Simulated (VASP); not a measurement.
# KTaO3 (Pm-3m) in VASP: single point with r2SCAN

Aim: the single point of KTaO3 with r2SCAN.

Everything below comes from runs of VASP 6.6.1. Logs are shortened: lines on timing, memory, paths and dates and some standing lists are left out, and cuts for length are marked.

## Step 1: The cell of the first run

It takes space group Pm-3m (No. 221, cubic). Conventional cell: a = 4.070 Å, b = 4.070 Å, c = 4.070 Å, α = 90.00°, β = 90.00°, γ = 90.00°. Within 3.8 Å of K (site symmetry m-3m) lie 12 O at 2.88 Å and 8 Ta at 3.52 Å. Ta (site symmetry m-3m) has 6 O at 2.03 Å within 2.7 Å. O (site symmetry 4/mmm) has 2 Ta at 2.03 Å within 2.7 Å.

## Step 2: Single point, r2SCAN (strain +2.0%)

Contents of POSCAR:

```
KTaO3
1.0
    4.0699337251      0.0000000000      0.0000000000
    0.0000000000      4.0699337251      0.0000000000
    0.0000000000      0.0000000000      4.0699337251
K Ta O
1 1 3
Direct
    0.0000000000      0.0000000000      0.0000000000
    0.5000000000      0.5000000000      0.5000000000
    0.5000000000      0.5000000000      0.0000000000
    0.5000000000      0.0000000000      0.5000000000
    0.0000000000      0.5000000000      0.5000000000
```

Contents of INCAR.step1:

```
ALGO = Normal
EDIFF = 1E-5
ENCUT = 660
GGA = PE
GGA_COMPAT = False
ISMEAR = 0
LASPH = True
LCHARG = False
LREAL = False
LWAVE = True
NBANDS = 28
NELM = 120
PREC = Accurate
SIGMA = 0.01
```

Contents of INCAR.step2:

```
ALGO = Normal
EDIFF = 1E-6
ENCUT = 660
GGA_COMPAT = False
ISIF = 2
ISMEAR = 0
ISTART = 1
LASPH = True
LCHARG = False
LMIXTAU = True
LREAL = False
LWAVE = False
METAGGA = R2SCAN
NBANDS = 28
NELM = 120
PREC = Accurate
SIGMA = 0.01
```

Contents of KPOINTS:

```
k-points
0
Gamma
  6 6 6
```

Potentials or basis: VASP PAW PBE potentials, release 64 (K_sv, Ta_sv_GW, O).

The run is started by

```
cat potpaw_PBE.64/K_sv/POTCAR potpaw_PBE.64/Ta_sv_GW/POTCAR potpaw_PBE.64/O/POTCAR > POTCAR
cp INCAR.step1 INCAR
mpirun -np 1 vasp_std > vasp.out
cp INCAR.step2 INCAR
mpirun -np 1 vasp_std > vasp.out
```

OUTCAR:

```text
EDIFF = 1E-6
   ENCUT = 660
   ISIF = 2
   ISMEAR = 0
   ISTART = 1
   LASPH = True
   LREAL = False
   METAGGA = R2SCAN
   NELM = 120
   PREC = Accurate

 ion  position               nearest neighbor table
   1  0.000  0.000  0.000-   3 2.88   4 2.88   5 2.88   4 2.88   5 2.88   3 2.88   5 2.88   5 2.88
                             3 2.88   4 2.88   4 2.88   3 2.88   2 3.52   2 3.52   2 3.52   2 3.52
   2  0.500  0.500  0.500-   3 2.03   4 2.03   5 2.03   3 2.03   4 2.03   5 2.03   1 3.52   1 3.52
                             1 3.52   1 3.52   1 3.52   1 3.52   1 3.52   1 3.52
   3  0.500  0.500  0.000-   2 2.03   2 2.03   1 2.88   1 2.88   1 2.88   1 2.88
   4  0.500  0.000  0.500-   2 2.03   2 2.03   1 2.88   1 2.88   1 2.88   1 2.88
   5  0.000  0.500  0.500-   2 2.03   2 2.03   1 2.88   1 2.88   1 2.88   1 2.88

  LATTYP: Found a simple cubic cell.
 ALAT       =     4.0699337251

  Lattice vectors:

 A1 = (   4.0699337251,   0.0000000000,   0.0000000000)
 A2 = (   0.0000000000,   4.0699337251,   0.0000000000)
 A3 = (   0.0000000000,   0.0000000000,   4.0699337251)

Analysis of symmetry for initial positions (statically):
=====================================================================
 Subroutine PRICEL returns:
 Original cell was already a primitive cell.

 Routine SETGRP: Setting up the symmetry group for a
 simple cubic supercell.

 Subroutine GETGRP returns: Found 48 space group operations
 (whereof 48 operations were pure point group operations)
 out of a pool of 48 trial point group operations.

The static configuration has the point symmetry O_h .

Analysis of symmetry for dynamics (positions and initial velocities):
=====================================================================
 Subroutine PRICEL returns:
 Original cell was already a primitive cell.

 Routine SETGRP: Setting up the symmetry group for a
 simple cubic supercell.

 Subroutine GETGRP returns: Found 48 space group operations
 (whereof 48 operations were pure point group operations)
 out of a pool of 48 trial point group operations.

The dynamic configuration has the point symmetry O_h .

 Subroutine INISYM returns: Found 48 space group operations
 (whereof 48 operations are pure point group operations),
 and found     1 'primitive' translations

----------------------------------------------------------------------------------------

                                     Primitive cell

  volume of cell :      67.4158

  direct lattice vectors                    reciprocal lattice vectors
     4.069933725  0.000000000  0.000000000     0.245704247  0.000000000  0.000000000
     0.000000000  4.069933725  0.000000000     0.000000000  0.245704247  0.000000000
     0.000000000  0.000000000  4.069933725     0.000000000  0.000000000  0.245704247

  length of vectors
     4.069933725  4.069933725  4.069933725     0.245704247  0.245704247  0.245704247

  position of ions in fractional coordinates (direct lattice)
     0.000000000  0.000000000  0.000000000
     0.500000000  0.500000000  0.500000000
     0.500000000  0.500000000  0.000000000
     0.500000000  0.000000000  0.500000000
     0.000000000  0.500000000  0.500000000

  ion indices of the primitive-cell ions
   primitive index   ion index
                 1           1
                 2           2
                 3           3
                 4           4
                 5           5

----------------------------------------------------------------------------------------

 KPOINTS: k-points

Automatic generation of k-mesh.
 Grid dimensions read from file:
 generate k-points for:    6    6    6

 Generating k-lattice:

  Cartesian coordinates                     Fractional coordinates (reciprocal lattice)
     0.040950708  0.000000000  0.000000000     0.166666667  0.000000000  0.000000000
     0.000000000  0.040950708  0.000000000     0.000000000  0.166666667  0.000000000
     0.000000000  0.000000000  0.040950708     0.000000000  0.000000000  0.166666667

  Length of vectors
     0.040950708  0.040950708  0.040950708

  Shift w.r.t. Gamma in fractional coordinates (k-lattice)
     0.000000000  0.000000000  0.000000000

 Subroutine IBZKPT returns following result:
 ===========================================

 Found     20 irreducible k-points:

 Following reciprocal coordinates:
            Coordinates               Weight
  0.000000  0.000000  0.000000      1.000000
  0.166667  0.000000  0.000000      6.000000
  0.333333  0.000000  0.000000      6.000000
  0.500000  0.000000  0.000000      3.000000
  0.166667  0.166667  0.000000     12.000000
  0.333333  0.166667  0.000000     24.000000
[... 12 lines left out ...]
  0.500000  0.500000  0.333333      6.000000
  0.500000  0.500000  0.500000      1.000000
   k-points           NKPTS =     20   k-points in BZ     NKDIM =     20   number of bands    NBANDS=     28
   number of dos      NEDOS =    301   number of ions     NIONS =      5
   total plane-waves  NPLWV =  46656
   dimension x,y,z NGX =    36 NGY =   36 NGZ =   36
   dimension x,y,z NGXF=    72 NGYF=   72 NGZF=   72
   ions per type =               1   1   3
   NGX,Y,Z   is equivalent  to a cutoff of  14.71, 14.71, 14.71 a.u.
   NGXF,Y,Z  is equivalent  to a cutoff of  29.41, 29.41, 29.41 a.u.
 SYSTEM =  unknown system
   PREC   = accura    normal or accurate (medium, high low for compatibility)
   ISTART =      1    job   : 0-new  1-cont  2-samecut
   ICHARG =      0    charge: 1-file 2-atom 10-const
   ISPIN  =      1    spin polarized calculation?
   LNONCOLLINEAR =      F non collinear calculations
   LSORBIT =      F    spin-orbit coupling
   LASPH  =      T    aspherical Exc in radial PAW
   ENCUT  =  660.0 eV  48.51 Ry    6.96 a.u.   8.53  8.53  8.53*2*pi/ulx,y,z
   NELM   =    120;   NELMIN=  2; NELMDL=  0     # of ELM steps
   EDIFF  = 0.1E-05   stopping-criterion for ELM
   LREAL  =      F    real-space projection
   EDIFFG = 0.1E-04   stopping-criterion for IOM
   NSW    =      0    number of steps for IOM
   IBRION =     -1    ionic relax: 0-MD 1-quasi-New 2-CG
   NFREE  =      0    steps in history (QN), initial steepest desc. (CG)
   ISIF   =      2    stress and relaxation
   ISYM   =      2    0-nonsym 1-usesym 2-fastsym
   POTIM  = 0.5000    time-step for ionic-motion
   TEBEG  =    0.0;   TEEND  =   0.0 temperature during run
   PSTRESS=    0.0 pullay stress
   NELECT =      40.0000    total number of electrons
   NUPDOWN=      -1.0000    fix difference up-down
   EMIN   =  10.00;   EMAX   =-10.00  energy-range for DOS
   EFERMI =   0.00;   METHOD = LEGACY
   ISMEAR =     0;   SIGMA  =   0.01  broadening in eV -4-tet -1-fermi 0-gaus
   EFERMI_NEDOS =   21; number of points for ismear=-14 and -15
   IALGO  =     38    algorithm
   IMIX   =      4    mixing-type and parameters
     AMIX     =   0.40;   BMIX     =  1.00
     AMIX_MAG =   1.60;   BMIX_MAG =  1.00
  volume/ion in A,a.u.               =      13.48        90.99
  Fermi-wavevector in a.u.,A,eV,Ry     =   1.375649  2.599599 25.747786  1.892409
  Thomas-Fermi vector in A             =   2.500965
   LORBIT       =      0    0 simple, 1 ext, 2 COOP (PROOUT), +10 PAW based schemes
   METAGGA = R2SCAN    functional components
   LHFCALC =     F    Hartree Fock is set to
   AEXX    =    0.0000 exact exchange contribution
   IVDW    =     0    specifies the selected vdW correction
   LEPSILON=     F    determine dielectric tensor
   LRPA    =     F    only Hartree local field effects (RPA)
 non-spin polarized calculation
 Gauss-broadening in eV      SIGMA  =   0.01
  energy-cutoff  :      660.00
  volume of cell :       67.42
 maximum number of plane-waves:      2624
 NGX is ok and might be reduce to    36
   NGX = 17   NGY = 17   NGZ = 17

 number of electron      39.9999988 magnetization

 Free energy of the ion-electron system (eV)
  ---------------------------------------------------
  ext. energy  EPLUGINS =         0.00000000
  ---------------------------------------------------
  free energy    TOTEN  =       -89.67652521 eV

  energy without entropy =      -89.67652521  energy(sigma->0) =      -89.67652521

 E-fermi :   2.5127     XC(G=0): -11.3087

 val. band max:        2.3387064116   @ k =   0.5000   0.5000   0.5000
 cond. band min:       4.7915960342   @ k =   0.0000   0.0000   0.0000
 fundamental gap:      2.4528896226
 Fermi energy:         2.5127231855

 k-point     1 :       0.0000    0.0000    0.0000
  band No.  band energies     occupation
      1     -67.5750      2.00000
      2     -33.1620      2.00000
      3     -33.1620      2.00000
      4     -33.1620      2.00000
      5     -26.1528      2.00000
      6     -15.9791      2.00000
[... 20 lines left out ...]
     27      10.9797      0.00000
     28      10.9797      0.00000

 k-point     2 :       0.1667    0.0000    0.0000
  band No.  band energies     occupation
      1     -67.5749      2.00000
      2     -33.1808      2.00000
      3     -33.1614      2.00000
      4     -33.1614      2.00000
      5     -26.1480      2.00000
      6     -15.9113      2.00000
[... 20 lines left out ...]
     27      11.3045      0.00000
     28      11.3482      0.00000

 k-point     3 :       0.3333    0.0000    0.0000
  band No.  band energies     occupation
      1     -67.5747      2.00000
      2     -33.2181      2.00000
      3     -33.1601      2.00000
      4     -33.1601      2.00000
      5     -26.1385      2.00000
      6     -15.8579      2.00000
[... 20 lines left out ...]
     27      11.9957      0.00000
     28      12.5558      0.00000

 k-point     4 :       0.5000    0.0000    0.0000
  band No.  band energies     occupation
      1     -67.5746      2.00000
      2     -33.2366      2.00000
      3     -33.1595      2.00000
      4     -33.1595      2.00000
      5     -26.1337      2.00000
      6     -15.8540      2.00000
[... 20 lines left out ...]
     27      12.3693      0.00000
     28      13.4771      0.00000

 k-point     5 :       0.1667    0.1667    0.0000
  band No.  band energies     occupation
      1     -67.5748      2.00000
      2     -33.1803      2.00000
      3     -33.1800      2.00000
      4     -33.1608      2.00000
      5     -26.1437      2.00000
      6     -15.8222      2.00000
[... 20 lines left out ...]
     27      11.6069      0.00000
     28      11.6798      0.00000

 k-point     6 :       0.3333    0.1667    0.0000
  band No.  band energies     occupation
      1     -67.5746      2.00000
      2     -33.2174      2.00000
      3     -33.1788      2.00000
      4     -33.1595      2.00000
      5     -26.1352      2.00000
      6     -15.7418      2.00000
[... 339 lines left out ...]
      5     -26.1202      2.00000
      6     -15.0029      2.00000
[... 20 lines left out ...]
     27      13.3649      0.00000
     28      13.3649      0.00000

 k-point    18 :       0.5000    0.3333    0.3333
  band No.  band energies     occupation
      1     -67.5739      2.00000
      2     -33.2320      2.00000
      3     -33.2132      2.00000
      4     -33.2129      2.00000
      5     -26.1173      2.00000
      6     -14.9240      2.00000
[... 20 lines left out ...]
     27      13.3331      0.00000
     28      14.0997      0.00000

 k-point    19 :       0.5000    0.5000    0.3333
  band No.  band energies     occupation
      1     -67.5737      2.00000
      2     -33.2313      2.00000
      3     -33.2313      2.00000
      4     -33.2124      2.00000
      5     -26.1145      2.00000
      6     -14.8301      2.00000
[... 20 lines left out ...]
     27      13.6706      0.00000
     28      14.0365      0.00000

 k-point    20 :       0.5000    0.5000    0.5000
  band No.  band energies     occupation
      1     -67.5736      2.00000
      2     -33.2306      2.00000
      3     -33.2306      2.00000
      4     -33.2306      2.00000
      5     -26.1117      2.00000
      6     -14.5600      2.00000
[... 20 lines left out ...]
     27      13.7937      0.00000
     28      14.5992      0.00000

------------------------ aborting loop because EDIFF is reached ----------------------------------------

  FORCE on cell =-STRESS in cart. coord.  units (eV):
  Direction    XX          YY          ZZ          XY          YZ          ZX
  --------------------------------------------------------------------------------------
  -------------------------------------------------------------------------------------
  Total       -4.6454395     -4.6454395     -4.6454395      0.0000000     -0.0000000     -0.0000000
  in kB     -110.4016025   -110.4016025   -110.4016025      0.0000000     -0.0000000     -0.0000000
  external PRESSURE =    -110.4016025 kB  Pullay stress =       0.0000000 kB

 VOLUME and BASIS-vectors are now :
 -----------------------------------------------------------------------------
  energy-cutoff  :      660.00
  volume of cell :       67.42
      direct lattice vectors                 reciprocal lattice vectors
     4.069933725  0.000000000  0.000000000     0.245704247  0.000000000  0.000000000
     0.000000000  4.069933725  0.000000000     0.000000000  0.245704247  0.000000000
     0.000000000  0.000000000  4.069933725     0.000000000  0.000000000  0.245704247

 POSITION                                       TOTAL-FORCE (eV/Angst)
 -----------------------------------------------------------------------------------
      0.00000      0.00000      0.00000         0.000000      0.000000      0.000000
      2.03497      2.03497      2.03497         0.000000      0.000000      0.000000
      2.03497      2.03497      0.00000         0.000000      0.000000      0.000000
      2.03497      0.00000      2.03497         0.000000      0.000000      0.000000
      0.00000      2.03497      2.03497         0.000000      0.000000      0.000000
 -----------------------------------------------------------------------------------
    total drift:                                0.000000      0.000000      0.000000

  FREE ENERGIE OF THE ION-ELECTRON SYSTEM (eV)
  ---------------------------------------------------
  free  energy   TOTEN  =       -89.6765252092 eV

  energy  without entropy=      -89.6765252092  energy(sigma->0) =      -89.67652521
```

Run time: 2.7 min. Hardware: 1 thread of Intel Xeon Platinum 8375C at 2.90GHz (Ice Lake), shared host; peak memory 0.25 GiB.

Results:

| Item | Value |
| --- | --- |
| Free energy | -89.6765 eV |
| Pressure | -11.0 GPa |
| Band gap on the k mesh | 2.45 eV (least direct gap 3.12 eV) |

Levels at points of the mesh, in eV from the valence-band top:
| k point | band 18 | band 19 | band 20 | band 21 | band 22 | band 23 |
| --- | --- | --- | --- | --- | --- | --- |
| (0.00, 0.00, 0.00) | -0.67 | -0.67 | -0.67 | 2.45 | 2.45 | 2.45 |
| (0.50, 0.00, 0.00) | -1.39 | -0.87 | -0.87 | 2.58 | 5.02 | 5.02 |
| (0.50, 0.50, 0.00) | -1.38 | -1.38 | -0.03 | 5.05 | 5.05 | 6.26 |
| (0.50, 0.50, 0.50) | 0.00 | 0.00 | 0.00 | 6.36 | 6.36 | 6.36 |

Caveat: the cell differs from its parent crystal (strain +2.0%); the cell stands under tension; the PAW data sets were made with another functional, which shifts forces and pressure a little; spin-orbit coupling is left out, which moves the levels of the heavy elements. A k mesh can miss the band edges.
